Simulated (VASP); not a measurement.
Write the native input for VASP 6.6.1 that does the following.

```
Task                   : single point
Functional             : PBE
Potentials or basis    : VASP PAW PBE potentials, release 64 (Li_sv, F)
Cutoff                 : 520 eV
k mesh                 : 10 × 10 × 10
Occupations            : gaussian, width 0.05 eV
Spin                   : no spin polarisation
Dipole correction      : no
Further INCAR settings : ALGO = Normal; EDIFF = 1e-07; NBANDS = 12
```

The structure of LiF lies in POSCAR:

```
LiF
1.0
    0.0000000000      2.0140000000      1.9334400000
    2.0140000000      0.0000000000      1.9334400000
    2.0140000000      2.0140000000      0.0000000000
Li F
1 1
Direct
    0.0000000000      0.0000000000      0.0000000000
    0.5000000000      0.5000000000      0.5000000000
```

This cell differs from its parent crystal: strain +0.000 along x and y, -0.040 along z.

These files were run (other wordings do the same):

INCAR

```
PREC = Accurate
ENCUT = 520
EDIFF = 1E-7
ISMEAR = 0
SIGMA = 0.05
LREAL = F
LASPH = T
NELM = 80
ALGO = Normal
ISIF = 2
LWAVE = F
LCHARG = T
GGA = PE
LELF = T
LVHAR = T
NBANDS = 12
```

KPOINTS

```
regular mesh
0
Gamma
  10 10 10
```

Potentials or basis: VASP PAW PBE potentials, release 64 (Li_sv, F).

Run with:

```sh
$ cat potpaw_PBE.64/Li_sv/POTCAR potpaw_PBE.64/F/POTCAR > POTCAR
$ mpirun -np 1 vasp_std > vasp.out
```

Results of the run:

- Band gap on the k mesh: 9.42 eV, direct

Caveat: the cell differs from its parent crystal (strain +0.000 along x and y, -0.040 along z).

It took 20 s on 1 thread of AMD EPYC 7R13 Processor (Zen 3), with other jobs on the host, peak memory 0.11 GiB.
